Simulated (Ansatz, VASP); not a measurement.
**One calculation of Ag, two programs**

```
Ag
1.0
     2.95359    0.00000    0.00000
    -1.47680    2.55789    0.00000
     0.00000    0.00000    4.77660
Ag
2
Direct
  0.33333 0.66667 0.25000
  0.66667 0.33333 0.75000
```

Alike in both runs: task single point; functional r2SCAN; k mesh 14 × 14 × 8; occupations fermi-dirac, width 0.1 eV; no spin polarisation.

|  | VASP | Ansatz |
| --- | --- | --- |
| version | VASP 6.6.1 | Ansatz 0.2.0 |
| potentials or method | VASP PAW PBE potentials, release 64 (Ag), cutoff 520 eV | plane waves (500 eV) with PAW, scalar-relativistic |
| valence electrons in the cell | 22 | 38 |

```tsv
	VASP	Ansatz	Ansatz less VASP
pressure (GPa)	-3.5	-3.6	-0.08
traceless stress, the component that is largest in VASP (GPa)	0.43	0.42	-0.009
```

VASP's potentials were made for PBE, not for r2SCAN. VASP's potentials hold 22 valence electrons a cell and Ansatz's 38, so a difference there can come from the potentials and not from the codes.
